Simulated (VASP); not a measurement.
Write the native input for VASP 6.6.1 that does the following.

| Property | Result |
| --- | --- |
| Task | single point |
| Functional | PBE |
| Potentials or basis | VASP PAW PBE potentials, release 64 (Ga_d, N) |
| Cutoff | 520 eV |
| k mesh | 10 × 10 × 10 |
| Occupations | fermi-dirac, width 0.02 eV |
| Spin | no spin polarisation |
| Dipole correction | no |
| Further INCAR settings | ALGO = Normal; EDIFF = 1e-06; NBANDS = 16 |

The structure of GaN lies in POSCAR:

```
GaN
1.0
    0.0000000000      2.2293332996      2.1085153689
    2.2293332996      0.0000000000      2.1085153689
    2.2293332996      2.2293332996      0.0000000000
Ga N
1 1
Direct
    0.5000000000      0.5000000000      0.5000000000
    0.0000000000      0.0000000000      0.0000000000
```

This cell differs from its parent crystal: biaxial xy strain +5.7%.

One way to write it, as run:

INCAR

```
SYSTEM = GaN
ALGO = Normal ; EDIFF = 1E-6
ENCUT = 520 ; GGA = PE
ISIF = 2 ; ISMEAR = -1
LASPH = .True. ; LCHARG = .False.
LREAL = .False. ; LWAVE = .False.
NBANDS = 16 ; NELM = 100
PREC = Accurate ; SIGMA = 0.02
```

KPOINTS

```
k-points
0
Gamma
  10 10 10
  0 0 0
```

Potentials or basis: VASP PAW PBE potentials, release 64 (Ga_d, N).

Command:

```bash
$ cat potpaw_PBE.64/Ga_d/POTCAR potpaw_PBE.64/N/POTCAR > POTCAR
$ mpirun -np 1 vasp_std > vasp.out
```

Results of the run:

```yaml
Pressure: -11.6 GPa
Band_gap_on_the_k_mesh: zero (bands 9 and 10 overlap by 0.27 eV)
```

Caveat: the cell differs from its parent crystal (biaxial xy strain +5.7%); the cell stands under tension; semilocal functionals underestimate gaps, so a narrow gap can read as zero.

It took 23 s on 1 thread of Intel(R) Xeon(R) Platinum 8559C (Emerald Rapids), with other jobs on the host, peak memory 0.16 GiB.
